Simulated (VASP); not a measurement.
# Ir (Fm-3m) in VASP: notebook

The runs below take Ir through single point, with LDA.

Everything below comes from runs of VASP 6.6.1. Logs are shortened: lines on timing, memory, paths and dates and some standing lists are left out, and cuts for length are marked.

### 1 The cell of the first run

The structure is cubic, space group Fm-3m (No. 225). The conventional cell has a = 3.831 Å, b = 3.831 Å, c = 3.831 Å, α = 90.00°, β = 90.00°, γ = 90.00°. Ir (site symmetry m-3m) has 12 Ir at 2.71 Å within 3.6 Å.

### 2 Single point, LDA

Contents of INCAR:

```
PREC = Accurate ; ENCUT = 560
EDIFF = 1E-6 ; ISMEAR = 0
SIGMA = 0.1 ; LREAL = F
LASPH = T ; NELM = 120
ALGO = Normal ; ISIF = 2
LWAVE = F ; LCHARG = T
LELF = T ; LVHAR = T
NBANDS = 14 ; GGA_COMPAT = F
```

Contents of KPOINTS:

```
Automatic mesh
0
Gamma
  8 8 8
```

Contents of POSCAR:

```
Ir
1.0
    0.0000000000      1.9156000000      1.9156000000
    1.9156000000      0.0000000000      1.9156000000
    1.9156000000      1.9156000000      0.0000000000
Ir
1
Direct
    0.0000000000      0.0000000000      0.0000000000
```

Potentials or basis: VASP PAW LDA potentials, release 64 (Ir_sv_GW).

The run is started by

```sh
$ cat potpaw_LDA.64/Ir_sv_GW/POTCAR > POTCAR
$ mpirun -np 1 vasp_std > vasp.out
```

OUTCAR:

```text
PREC = Accurate
   ENCUT = 560
   EDIFF = 1E-6
   ISMEAR = 0
   LREAL = F
   LASPH = T
   NELM = 120
   ISIF = 2

 ion  position               nearest neighbor table
   1  0.000  0.000  0.000-

  LATTYP: Found a face centered cubic cell.
 ALAT       =     3.8312000000

  Lattice vectors:

 A1 = (   0.0000000000,   1.9156000000,   1.9156000000)
 A2 = (   1.9156000000,   0.0000000000,   1.9156000000)
 A3 = (   1.9156000000,   1.9156000000,   0.0000000000)

Analysis of symmetry for initial positions (statically):
=====================================================================
 Subroutine PRICEL returns:
 Original cell was already a primitive cell.

 Routine SETGRP: Setting up the symmetry group for a
 face centered cubic supercell.

 Subroutine GETGRP returns: Found 48 space group operations
 (whereof 48 operations were pure point group operations)
 out of a pool of 48 trial point group operations.

The static configuration has the point symmetry O_h .

Analysis of symmetry for dynamics (positions and initial velocities):
=====================================================================
 Subroutine PRICEL returns:
 Original cell was already a primitive cell.

 Routine SETGRP: Setting up the symmetry group for a
 face centered cubic supercell.

 Subroutine GETGRP returns: Found 48 space group operations
 (whereof 48 operations were pure point group operations)
 out of a pool of 48 trial point group operations.

The dynamic configuration has the point symmetry O_h .

 Subroutine INISYM returns: Found 48 space group operations
 (whereof 48 operations are pure point group operations),
 and found     1 'primitive' translations

----------------------------------------------------------------------------------------

                                     Primitive cell

  volume of cell :      14.0587

  direct lattice vectors                    reciprocal lattice vectors
     0.000000000  1.915600000  1.915600000    -0.261014826  0.261014826  0.261014826
     1.915600000  0.000000000  1.915600000     0.261014826 -0.261014826  0.261014826
     1.915600000  1.915600000  0.000000000     0.261014826  0.261014826 -0.261014826

  length of vectors
     2.709067500  2.709067500  2.709067500     0.452090940  0.452090940  0.452090940

  position of ions in fractional coordinates (direct lattice)
     0.000000000  0.000000000  0.000000000

  ion indices of the primitive-cell ions
   primitive index   ion index
                 1           1

----------------------------------------------------------------------------------------

 KPOINTS: Automatic mesh

Automatic generation of k-mesh.
 Grid dimensions read from file:
 generate k-points for:    8    8    8

 Generating k-lattice:

  Cartesian coordinates                     Fractional coordinates (reciprocal lattice)
    -0.032626853  0.032626853  0.032626853     0.125000000  0.000000000  0.000000000
     0.032626853 -0.032626853  0.032626853     0.000000000  0.125000000  0.000000000
     0.032626853  0.032626853 -0.032626853     0.000000000  0.000000000  0.125000000

  Length of vectors
     0.056511367  0.056511367  0.056511367

  Shift w.r.t. Gamma in fractional coordinates (k-lattice)
     0.000000000  0.000000000  0.000000000

 Subroutine IBZKPT returns following result:
 ===========================================

 Found     29 irreducible k-points:

 Following reciprocal coordinates:
            Coordinates               Weight
  0.000000  0.000000  0.000000      1.000000
  0.125000  0.000000  0.000000      8.000000
  0.250000  0.000000  0.000000      8.000000
  0.375000  0.000000  0.000000      8.000000
  0.500000  0.000000  0.000000      4.000000
  0.125000  0.125000  0.000000      6.000000
[... 16 lines left out ...]
  0.500000  0.250000  0.125000     48.000000
 -0.375000  0.250000  0.125000     24.000000
 [... further k-points ...]
   k-points           NKPTS =     29   k-points in BZ     NKDIM =     29   number of bands    NBANDS=     14
   number of dos      NEDOS =    301   number of ions     NIONS =      1
   total plane-waves  NPLWV =  13824
   dimension x,y,z NGX =    24 NGY =   24 NGZ =   24
   dimension x,y,z NGXF=    48 NGYF=   48 NGZF=   48
   ions per type =               1
   NGX,Y,Z   is equivalent  to a cutoff of  14.73, 14.73, 14.73 a.u.
   NGXF,Y,Z  is equivalent  to a cutoff of  29.46, 29.46, 29.46 a.u.
 SYSTEM =  unknown system
   PREC   = accura    normal or accurate (medium, high low for compatibility)
   ISTART =      0    job   : 0-new  1-cont  2-samecut
   ICHARG =      2    charge: 1-file 2-atom 10-const
   ISPIN  =      1    spin polarized calculation?
   LNONCOLLINEAR =      F non collinear calculations
   LSORBIT =      F    spin-orbit coupling
   LASPH  =      T    aspherical Exc in radial PAW
   ENCUT  =  560.0 eV  41.16 Ry    6.42 a.u.   5.23  5.23  5.23*2*pi/ulx,y,z
   NELM   =    120;   NELMIN=  2; NELMDL= -5     # of ELM steps
   EDIFF  = 0.1E-05   stopping-criterion for ELM
   LREAL  =      F    real-space projection
   EDIFFG = 0.1E-04   stopping-criterion for IOM
   NSW    =      0    number of steps for IOM
   IBRION =     -1    ionic relax: 0-MD 1-quasi-New 2-CG
   NFREE  =      0    steps in history (QN), initial steepest desc. (CG)
   ISIF   =      2    stress and relaxation
   ISYM   =      2    0-nonsym 1-usesym 2-fastsym
   POTIM  = 0.5000    time-step for ionic-motion
   TEBEG  =    0.0;   TEEND  =   0.0 temperature during run
   PSTRESS=    0.0 pullay stress
   NELECT =      17.0000    total number of electrons
   NUPDOWN=      -1.0000    fix difference up-down
   EMIN   =  10.00;   EMAX   =-10.00  energy-range for DOS
   EFERMI =   0.00;   METHOD = LEGACY
   ISMEAR =     0;   SIGMA  =   0.10  broadening in eV -4-tet -1-fermi 0-gaus
   EFERMI_NEDOS =   21; number of points for ismear=-14 and -15
   IALGO  =     38    algorithm
   IMIX   =      4    mixing-type and parameters
     AMIX     =   0.40;   BMIX     =  1.00
     AMIX_MAG =   1.60;   BMIX_MAG =  1.00
  volume/ion in A,a.u.               =      14.06        94.87
  Fermi-wavevector in a.u.,A,eV,Ry     =   1.744120  3.295909 41.388295  3.041954
  Thomas-Fermi vector in A             =   2.816061
   LORBIT       =      0    0 simple, 1 ext, 2 COOP (PROOUT), +10 PAW based schemes
   GGA     = CA    functional components
   LHFCALC =     F    Hartree Fock is set to
   AEXX    =    0.0000 exact exchange contribution
   IVDW    =     0    specifies the selected vdW correction
   LEPSILON=     F    determine dielectric tensor
   LRPA    =     F    only Hartree local field effects (RPA)
 non-spin polarized calculation
 Gauss-broadening in eV      SIGMA  =   0.10
  energy-cutoff  :      560.00
  volume of cell :       14.06
 maximum number of plane-waves:       444
 NGX is ok and might be reduce to    24
   NGX = 11   NGY = 11   NGZ = 11

 number of electron      17.0000000 magnetization

 Free energy of the ion-electron system (eV)
  ---------------------------------------------------
  ext. energy  EPLUGINS =         0.00000000
  ---------------------------------------------------
  free energy    TOTEN  =       -10.82814848 eV

  energy without entropy =      -10.81919834  energy(sigma->0) =      -10.82367341

 E-fermi :  12.8302     XC(G=0): -14.8239

 val. band max:       12.7841399941   @ k =  -0.3750   0.1250   0.0000
 cond. band min:      12.8446906298   @ k =  -0.3750   0.2500   0.0000
 fundamental gap:      0.0605506356
 Fermi energy:        12.8302123099

 k-point     1 :       0.0000    0.0000    0.0000
  band No.  band energies     occupation
      1     -79.7691      2.00000
      2     -36.4274      2.00000
      3     -36.4274      2.00000
      4     -36.4274      2.00000
      5       1.6240      2.00000
      6       8.8310      2.00000
      7       8.8310      2.00000
      8       8.8310      2.00000
      9      11.5976      2.00000
     10      11.5976      2.00000
     11      26.3943      0.00000
     12      31.9254      0.00000
     13      31.9254      0.00000
     14      31.9254      0.00000

 k-point     2 :       0.1250    0.0000    0.0000
  band No.  band energies     occupation
      1     -79.7596      2.00000
      2     -36.5523      2.00000
      3     -36.4447      2.00000
      4     -36.4447      2.00000
      5       2.3046      2.00000
      6       8.5067      2.00000
      7       9.0974      2.00000
      8       9.0974      2.00000
      9      11.4483      2.00000
     10      11.4483      2.00000
     11      27.5228      0.00000
     12      29.6247      0.00000
     13      33.0831      0.00000
     14      33.0831      0.00000

 k-point     3 :       0.2500    0.0000    0.0000
  band No.  band energies     occupation
      1     -79.7349      2.00000
      2     -36.8448      2.00000
      3     -36.4854      2.00000
      4     -36.4854      2.00000
      5       3.8418      2.00000
      6       8.3333      2.00000
      7       9.2877      2.00000
      8       9.2877      2.00000
      9      11.7616      2.00000
     10      11.7616      2.00000
     11      26.2992      0.00000
     12      29.1388      0.00000
     13      36.0610      0.00000
     14      36.0610      0.00000
[... 324 lines left out ...]
 k-point    23 :       0.5000    0.2500    0.1250
  band No.  band energies     occupation
      1     -79.6973      2.00000
      2     -37.0699      2.00000
      3     -36.7299      2.00000
      4     -36.5862      2.00000
      5       6.0838      2.00000
      6       7.7482      2.00000
      7       8.1301      2.00000
      8      10.4940      2.00000
      9      12.6217      1.99681
     10      15.7001      0.00000
     11      23.0380      0.00000
     12      28.2327      0.00000
     13      29.2785      0.00000
     14      33.8809      0.00000

 k-point    24 :      -0.3750    0.2500    0.1250
  band No.  band energies     occupation
      1     -79.6888      2.00000
      2     -37.1354      2.00000
      3     -36.7583      2.00000
      4     -36.6122      2.00000
      5       6.0941      2.00000
      6       7.4980      2.00000
      7       9.1488      2.00000
      8      10.1731      2.00000
      9      13.3632      0.00000
     10      18.0247      0.00000
     11      19.4751      0.00000
     12      28.2929      0.00000
     13      28.6368      0.00000
     14      32.0823      0.00000

 [... further k-points ...]
[... 5 lines left out ...]
  --------------------------------------------------------------------------------------
  -------------------------------------------------------------------------------------
  Total       -0.4480505     -0.4480505     -0.4480505     -0.0000000      0.0000000      0.0000000
  in kB      -51.0614363    -51.0614363    -51.0614363     -0.0000000      0.0000000      0.0000000
  external PRESSURE =     -51.0614363 kB  Pullay stress =       0.0000000 kB

 VOLUME and BASIS-vectors are now :
 -----------------------------------------------------------------------------
  energy-cutoff  :      560.00
  volume of cell :       14.06
      direct lattice vectors                 reciprocal lattice vectors
     0.000000000  1.915600000  1.915600000    -0.261014826  0.261014826  0.261014826
     1.915600000  0.000000000  1.915600000     0.261014826 -0.261014826  0.261014826
     1.915600000  1.915600000  0.000000000     0.261014826  0.261014826 -0.261014826

 POSITION                                       TOTAL-FORCE (eV/Angst)
 -----------------------------------------------------------------------------------
      0.00000      0.00000      0.00000         0.000000      0.000000      0.000000
 -----------------------------------------------------------------------------------
    total drift:                                0.000000      0.000000     -0.000000

  FREE ENERGIE OF THE ION-ELECTRON SYSTEM (eV)
  ---------------------------------------------------
  free  energy   TOTEN  =       -10.8281484815 eV

  energy  without entropy=      -10.8191983354  energy(sigma->0) =      -10.82367341
```

Wall time 5 s (1 thread of Intel Xeon Platinum 8375C at 2.90GHz (Ice Lake), shared host); peak memory 0.14 GiB.

What came out:

```yaml
Free_energy: -10.8281 eV
Pressure: -5.1 GPa
Band_gap_on_the_k_mesh: zero (an odd number of electrons rules out a gap without spin polarisation)
```

Levels at points of the mesh, in eV from the Fermi level:
| k point | band 5 | band 6 | band 7 | band 8 | band 9 | band 10 | band 11 | band 12 |
| --- | --- | --- | --- | --- | --- | --- | --- | --- |
| (0.00, 0.00, 0.00) | -11.21 | -4.00 | -4.00 | -4.00 | -1.23 | -1.23 | 13.56 | 19.10 |
| (0.50, 0.00, 0.00) | -8.23 | -4.08 | -4.08 | -0.77 | 0.87 | 0.87 | 7.30 | 13.24 |
| (0.50, 0.50, 0.00) | -8.02 | -7.48 | 0.87 | 1.44 | 1.44 | 1.68 | 10.59 | 11.47 |

Caveat: the cell stands under tension; spin-orbit coupling is left out, which moves the levels of the heavy elements.

### 3 Single point, LDA

This run uses another cell than the first one, of 13.84 Å³/atom.

Contents of INCAR:

```
PREC     = Accurate       # precision mode
ENCUT    = 560            # plane-wave cutoff, eV
EDIFF    = 1E-6           # SCF threshold, eV
ISMEAR   = 0              # smearing method
SIGMA    = 0.1            # smearing width, eV
LREAL    = False          # projectors in reciprocal space
LASPH    = True           # aspherical terms in the spheres
NELM     = 120            # most SCF steps
ALGO     = Normal         # electronic algorithm
ISIF     = 2              # what is computed and relaxed
LWAVE    = False          # write WAVECAR
LCHARG   = False          # write CHGCAR
NBANDS   = 14             # bands
GGA_COMPAT= False
```

Contents of KPOINTS:

```
Automatic mesh
0
Gamma
  18 18 18
```

Contents of POSCAR:

```
Ir
1.0
    0.0000000000      1.9054465953      1.9054465953
    1.9054465953      0.0000000000      1.9054465953
    1.9054465953      1.9054465953      0.0000000000
Ir
1
Direct
    0.0000000000      0.0000000000      0.0000000000
```

Potentials or basis: VASP PAW LDA potentials, release 64 (Ir_sv_GW).

The run is started by

```sh
$ cat potpaw_LDA.64/Ir_sv_GW/POTCAR > POTCAR
$ mpirun -np 1 vasp_std > vasp.out
```

Run time: 35 s. Hardware: 1 thread of Intel Xeon Platinum 8488C (Sapphire Rapids), shared host; peak memory 0.16 GiB.

The run converged. Its results:

| Quantity | Value |
| --- | --- |
| Free energy | -10.9094 eV |
| Pressure | -0.3 GPa |
| Band gap on the k mesh | zero (an odd number of electrons rules out a gap without spin polarisation) |

Levels at points of the mesh, in eV from the Fermi level:
```csv
k point,band 6,band 7,band 8,band 9,band 10,band 11
"(0.00, 0.00, 0.00)",-4.08,-4.08,-4.08,-1.26,-1.26,13.54
"(0.50, 0.00, 0.00)",-4.18,-4.18,-0.79,0.91,0.91,7.48
"(0.50, 0.50, 0.00)",-7.64,0.90,1.51,1.51,1.71,10.82
```

Caveat: spin-orbit coupling is left out, which moves the levels of the heavy elements.

The gap in the log of VASP goes by the Fermi energy; the results here count the filled bands.